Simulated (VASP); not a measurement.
Runs of VASP 6.6.1 on KF. The structure is that of space group Fm-3m (No. 225), or close to it. The cells are those of the table. 

| cell | gap on the mesh (eV) | pressure (GPa) |
| --- | --- | --- |
| a = 3.776, b = 3.786, c = 3.781 Å, angles 59.9, 60.1, 60.0°, 2 atoms | 6.15 | 1.4 |
| a = 3.771, b = 3.790, c = 3.781 Å, angles 59.8, 60.2, 60.0°, 2 atoms | 6.15 | 1.4 |
| a = 3.819, b = 3.743, c = 3.782 Å, angles 61.0, 59.0, 60.0°, 2 atoms | (a) | 1.5 |
| a = 3.767, b = 3.795, c = 3.781 Å, angles 59.6, 60.4, 60.0°, 2 atoms | 6.14 | 1.4 |
| a = 3.753, b = 3.809, c = 3.781 Å, angles 59.3, 60.7, 60.0°, 2 atoms | 6.13 | 1.4 |
| a = 3.757, b = 3.805, c = 3.781 Å, angles 59.4, 60.6, 60.0°, 2 atoms | 6.13 | 1.4 |
| a = 3.800, b = 3.762, c = 3.781 Å, angles 60.5, 59.5, 60.0°, 2 atoms | 6.14 | 1.4 |
| a = 3.748, b = 3.814, c = 3.781 Å, angles 59.1, 60.9, 60.0°, 2 atoms | 6.13 | 1.4 |

Alike in all rows: task single point; level PBE; potentials or basis VASP PAW PBE potentials, release 64 (K_sv, F); no spin polarisation; k mesh 8 × 8 × 8; cutoff (eV) 520; smearing gaussian 0.05 eV.

Question: Fill in the values left out.

Answer: (a) 6.12.

A k mesh can miss the band edges.
